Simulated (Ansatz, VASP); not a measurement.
# Two plane-wave programs on LiNbO3

```xyz
10
Lattice="2.6653 1.5388 4.4288 -2.6653 1.5388 4.4288 0.0000 -3.0776 4.4288" Properties=species:S:1:pos:R:3 pbc="T T T"
Li    0.0000    0.0000    3.7414
Li    0.0000    0.0000   10.3846
Nb    0.0000    0.0000    0.0065
Nb    0.0000    0.0000    6.6497
O    -0.6598   -1.4984    5.2685
O     1.6275    0.1777    5.2685
O    -0.9677    1.3206    5.2685
O    -1.6976   -0.2182    7.4829
O     0.6598    1.5793    7.4829
O     1.0378   -1.3611    7.4829
```

Alike in both runs: task single point; functional PBE; k mesh 6 × 6 × 6; occupations gaussian, width 0.05 eV; no spin polarisation.

|  | VASP | Ansatz |
| --- | --- | --- |
| version | VASP 6.6.1 | Ansatz 0.2.0 |
| potentials or method | VASP PAW PBE potentials, release 64 (Li_sv, Nb_sv, O), cutoff 520 eV | scalar-relativistic, plane waves, PAW |
| valence electrons in the cell | 68 | 68 |

```csv
,VASP,Ansatz,Ansatz less VASP
gap on the k mesh at the Fermi level (eV),3.42,3.44,+0.015
least direct gap on the mesh (eV),3.49,3.50,+0.016
rms of the force components (eV/Å),0.141,0.142,+0.0005
```

Atom by atom the forces differ by 0.010 eV/Å (rms over components).

Noted on VASP's run: the cutoff is under 1.25 times that of the potentials, so the pressure is a little rough.
